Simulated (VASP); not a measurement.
The system is Ga.

```
Ga
1.0
     2.23094   -3.77873    0.00000
     2.23094    3.77873    0.00000
     0.00000    0.00000    4.46286
Ga
4
Direct
  0.34510 0.65490 0.41900
  0.15490 0.84510 0.91900
  0.65490 0.34510 0.58100
  0.84510 0.15490 0.08100
```

Base run:

```yaml
Program: VASP 6.6.1
Functional: PBEsol
Potentials_or_basis: VASP PAW PBE potentials, release 64 (Ga_d)
Cutoff: 520 eV
k_mesh: 7 × 7 × 6
Occupations: fermi-dirac, width 0.05 eV
Spin: no spin polarisation
```

Its results: band gap on the k mesh zero (band 26 reaches 5.66 eV, above the bottom of band 27 at 4.34 eV); pressure 0.8 GPa; largest force 0.123 eV/Å.

The run is repeated on the same cell with these changes: functional from PBEsol to r2SCAN; further incar settings from ALGO = Fast; EDIFF = 1e-06; NBANDS = 34 to ALGO = Normal; EDIFF = 1e-06; NBANDS = 34. What comes out?

Band gap on the k mesh zero (band 26 reaches 5.68 eV, above the bottom of band 27 at 4.43 eV); pressure 1.4 GPa; largest force 0.148 eV/Å.

Caveats: the PAW data sets were made with another functional, which shifts forces and pressure a little.
